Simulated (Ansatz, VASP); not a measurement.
ZrSiRu4: VASP beside Ansatz

```
CELL_PARAMETERS angstrom
3.45787 0.00000 0.00000
-1.72894 2.99461 0.00000
0.00000 0.00000 7.02921
ATOMIC_POSITIONS crystal
Zr 0.00000 0.00000 0.50000
Si 0.00000 0.00000 0.00000
Ru 0.33333 0.66667 0.75959
Ru 0.33333 0.66667 0.24041
Ru 0.66667 0.33333 0.75959
Ru 0.66667 0.33333 0.24041
```

Change from the starting cell: species swapped into the TiCrB4 type (P6/mmm, No. 191).

Alike in both runs: task single point; functional PBE; k mesh 6 × 6 × 4; occupations gaussian, width 0.1 eV; no spin polarisation.

|  | VASP | Ansatz |
| --- | --- | --- |
| version | VASP 6.6.1 | Ansatz 0.2.0 |
| potentials or method | VASP PAW PBE potentials, release 64 (Zr_sv, Si, Ru_pv), cutoff 520 eV | scalar-relativistic, plane waves, PAW |
| valence electrons in the cell | 72 | 80 |

```tsv
	VASP	Ansatz	Ansatz less VASP
gap on the k mesh at the Fermi level (eV)	none	none	-
rms of the force components (eV/Å)	0.967	0.969	+0.0022
```

Atom by atom the forces differ by 0.002 eV/Å (rms over components). A gap of «none» marks a metal or a gap that the smearing closes. VASP's potentials hold 72 valence electrons a cell and Ansatz's 80, so a difference there can come from the potentials and not from the codes.
